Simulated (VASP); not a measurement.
Input of a VASP 6.6.1 run:

INCAR

```
PREC = Accurate
ENCUT = 520
EDIFF = 1E-7
ISMEAR = 0
SIGMA = 0.05
LREAL = Auto
LASPH = True
NELM = 100
ALGO = Normal
ISIF = 2
LWAVE = False
LCHARG = False
GGA = PE
NBANDS = 50
```

KPOINTS

```
regular mesh
0
Gamma
  1 1 7
```

File POSCAR:

```
B3P3H7
1.0
   16.2000000000      0.0000000000      0.0000000000
    0.0000000000     16.5000000000      0.0000000000
    0.0000000000      0.0000000000      4.5483038583
B P H
6 6 14
Direct
    0.5391934113      0.5384808038      0.0000000000
    0.5391934113      0.4006534142      0.5000000000
    0.5391934113      0.6763081935      0.5000000000
    0.3988136626      0.5384808038      0.5000000000
    0.6795731600      0.5384808038      0.5000000000
    0.3988136626      0.4006534142      0.0000000000
    0.6093832857      0.6073944987      0.7500000000
    0.3286237882      0.4695671090      0.2500000000
    0.6093832857      0.4695671090      0.2500000000
    0.4690035370      0.3317397194      0.2500000000
    0.4690035370      0.6073944987      0.2500000000
    0.4690035370      0.4695671090      0.7500000000
    0.6599905315      0.6570816127      0.9302512338
    0.5816037089      0.3590142130      0.6510556114
    0.5816037089      0.7179473947      0.3489443886
    0.4967831138      0.7179473947      0.6510556114
    0.2780165424      0.5192542231      0.0697487662
    0.2780165424      0.4198799949      0.4302512338
    0.6599905315      0.4198799949      0.0697487662
    0.3564033650      0.5801200051      0.6510556114
    0.7219834576      0.5801200051      0.3489443886
    0.7219834576      0.4968416026      0.6510556114
    0.5196107828      0.2820526053      0.0697487662
    0.4183962911      0.2820526053      0.4302512338
    0.4183962911      0.6570816127      0.0697487662
    0.3564033650      0.3590142130      0.8489443886
```

Potentials or basis: VASP PAW PBE potentials, release 64 (B, P, H).

Command:

```console
$ cat potpaw_PBE.64/B/POTCAR potpaw_PBE.64/P/POTCAR potpaw_PBE.64/H/POTCAR > POTCAR
$ mpirun -np 1 vasp_std > vasp.out
```

Predict the largest force.

1.385 eV/Å.

Estimate the band gap on the k mesh.

3.51 eV.

Forces on the atoms (eV/Å):
```
B    0.151  0.152 -0.245
B   -0.147 -0.242 -0.386
B   -0.031 -0.164  0.267
B   -0.243 -0.149 -0.386
B   -0.163 -0.029  0.267
B   -0.094 -0.096  0.065
P   -0.431 -0.431 -1.039
P    1.351  0.118  0.284
P   -0.327  0.706  0.742
P    0.112  1.350  0.282
P    0.704 -0.324  0.742
P    0.160  0.163 -0.305
H   -0.115 -0.116 -0.052
H    0.280 -0.339  0.242
H    0.331  0.147 -0.386
H   -0.475  0.230  0.286
H   -0.224 -0.316  0.163
H   -0.323  0.165 -0.290
H   -0.126  0.042  0.011
H   -0.338  0.279  0.242
H    0.148  0.330 -0.386
H    0.231 -0.476  0.286
H   -0.315 -0.225  0.163
H    0.166 -0.324 -0.290
H    0.043 -0.127  0.011
H   -0.323 -0.324 -0.288
```
